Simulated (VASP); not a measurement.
## Be3CdS2: relaxation of cell and atoms with PBE

The system is Be3CdS2.

```
CELL_PARAMETERS angstrom
0.04624 -0.00889 3.15067
5.60560 -0.03522 0.08238
-0.06099 9.71688 -0.02745
ATOMIC_POSITIONS crystal
Be 0.44426 0.26742 0.25423
Be 0.48823 0.72283 0.74865
Be 0.45696 0.51301 0.99606
Be 0.49255 0.01980 0.50227
Be 0.50922 0.75720 0.22248
Be 0.55819 0.20189 0.74003
Cd 0.46683 0.02227 0.00244
Cd 0.49589 0.50465 0.51116
S 0.05711 0.52543 0.17351
S 0.99132 0.97162 0.66823
S 0.98785 0.96322 0.33497
S 0.05158 0.53067 0.84597
```

```json
{"Program": "VASP 6.6.1", "Task": "relaxation of cell and atoms", "Functional": "PBE", "Potentials or basis": "VASP PAW PBE potentials, release 64 (Be, Cd, S)", "Cutoff": "600 eV", "k mesh": "8 × 4 × 2", "Occupations": "gaussian, width 0.2 eV", "Spin": "no spin polarisation", "Dipole correction": "no", "Further INCAR settings": "ALGO = Normal; EDIFF = 1e-07; IBRION = 2; EDIFFG = -0.025; NSW = 80; ISIF = 3"}
```

* Relaxed volume: 16.15 Å³/atom
* Relaxed cell: a = 3.440 Å, b = 5.259 Å, c = 11.246 Å, α = 89.98°, β = 107.69°, γ = 90.00°
* Space group after relaxing (to 0.1 Å): Pnn2 (No. 34)
* Energy gained by relaxing: 418.4 meV/atom
* Ionic steps: 55
* Pressure after relaxing: 0.0 GPa
* Largest force after relaxing: 0.020 eV/Å
* Band gap on the k mesh: 0.29 eV (least direct gap 0.55 eV)

Forces on the atoms (eV/Å):
```
Be  -0.009  0.003 -0.004
Be  -0.003 -0.004 -0.003
Be   0.004  0.006  0.000
Be   0.000  0.004  0.008
Be  -0.009  0.006 -0.005
Be   0.002  0.006  0.001
Cd   0.005 -0.003  0.005
Cd  -0.006 -0.001 -0.010
S    0.002 -0.009  0.003
S    0.007 -0.016  0.006
S   -0.010  0.006 -0.009
S    0.018  0.002  0.006
```

Step by step:
| step | energy change (eV) | largest force (eV/Å) | pressure (GPa) | volume (Å³) |
| --- | --- | --- | --- | --- |
| 1 | 0.0000 | 2.0419 | 3.48 | 171.57 |
| 3 | -0.6480 | 0.7900 | -3.72 | 183.49 |
| 5 | -0.9593 | 0.4664 | 0.49 | 171.88 |
| 7 | -1.1052 | 0.6927 | 0.35 | 171.23 |
| 9 | -1.2929 | 0.7198 | -0.28 | 172.50 |
| 11 | -1.3791 | 0.6100 | -0.68 | 173.71 |
| 13 | -1.5391 | 0.5288 | 0.92 | 170.62 |
| 15 | -1.7793 | 0.8126 | -0.80 | 174.99 |
| 17 | -1.9492 | 0.8162 | 0.02 | 174.25 |
| 19 | -2.0821 | 0.5796 | 0.12 | 174.23 |
| 21 | -2.2039 | 0.6997 | -0.02 | 175.10 |
| 23 | -2.4396 | 0.8538 | 0.44 | 175.84 |
| 25 | -2.5002 | 1.0079 | 0.86 | 176.18 |
| 27 | -2.8077 | 1.3987 | 0.63 | 179.33 |
| 29 | -2.8767 | 1.8810 | 0.67 | 180.87 |
| 31 | -3.2590 | 0.8771 | -0.27 | 186.56 |
| 33 | -3.6612 | 0.9333 | -0.16 | 187.63 |
| 35 | -4.1082 | 1.7578 | 1.38 | 187.19 |
| 37 | -4.3204 | 0.9427 | 0.19 | 189.44 |
| 39 | -4.5542 | 0.5973 | -0.41 | 191.49 |
| 41 | -4.7707 | 0.5042 | 0.19 | 190.50 |
| 43 | -4.9064 | 0.3084 | 0.06 | 192.26 |
| 45 | -4.9683 | 0.2075 | -0.14 | 193.74 |
| 47 | -5.0056 | 0.1842 | 0.08 | 193.70 |
| 49 | -5.0154 | 0.0977 | -0.09 | 194.18 |
| 51 | -5.0186 | 0.0661 | 0.06 | 193.75 |
| 53 | -5.0199 | 0.0402 | -0.04 | 193.97 |
| 55 | -5.0203 | 0.0196 | 0.00 | 193.82 |

Final structure:
```
CELL_PARAMETERS angstrom
0.00756 -0.53604 3.39764
5.25906 0.02778 -0.00688
-0.05681 11.11591 -1.70655
ATOMIC_POSITIONS crystal
Be 0.37837 0.17430 0.32401
Be 0.72814 0.82613 0.67625
Be 0.28615 0.49914 0.99991
Be 0.28563 0.00033 0.49999
Be 0.72949 0.67419 0.17587
Be 0.37539 0.32588 0.82380
Cd 0.50119 0.99950 0.99988
Cd 0.50411 0.50054 0.50009
S 0.23617 0.44921 0.18265
S 0.23446 0.05081 0.68272
S 0.87181 0.94937 0.31732
S 0.86909 0.55063 0.81750
```

Levels at points of the mesh, in eV from the valence-band top:
```csv
k point,band 26,band 27,band 28,band 29,band 30,band 31,band 32,band 33,band 34,band 35
"(0.00, 0.00, 0.00)",-2.44,-2.39,-1.34,-0.80,0.00,1.19,2.14,2.28,2.38,3.08
"(0.50, 0.00, 0.00)",-3.47,-2.11,-2.10,-0.34,-0.34,0.65,0.65,2.14,2.16,2.35
"(0.00, 0.50, 0.00)",-2.95,-2.23,-2.23,-0.39,-0.38,1.65,1.65,3.26,3.26,3.87
"(0.50, 0.50, 0.00)",-3.71,-1.77,-1.40,-0.83,-0.79,1.00,1.06,1.84,2.03,3.09
"(0.00, 0.00, 0.50)",-2.60,-2.30,-2.30,-0.26,-0.26,1.43,1.43,2.29,2.29,3.60
"(0.50, 0.00, 0.50)",-3.46,-2.18,-2.18,-0.28,-0.28,0.54,0.55,1.99,1.99,2.86
"(0.00, 0.50, 0.50)",-3.02,-2.23,-2.23,-0.53,-0.53,1.59,1.59,3.51,3.51,3.80
"(0.50, 0.50, 0.50)",-3.48,-1.86,-1.86,-0.83,-0.82,1.01,1.02,2.55,2.56,3.56
```

Wall time 110 min on 1 thread of Intel(R) Xeon(R) 6975P-C (Granite Rapids), on a shared host, peak memory 0.52 GiB.

Caveat: semilocal functionals underestimate gaps, and a narrow one can read as zero; a cell axis changed by over 15 % at a fixed basis, so the end point is rough. A k mesh can miss the band edges.
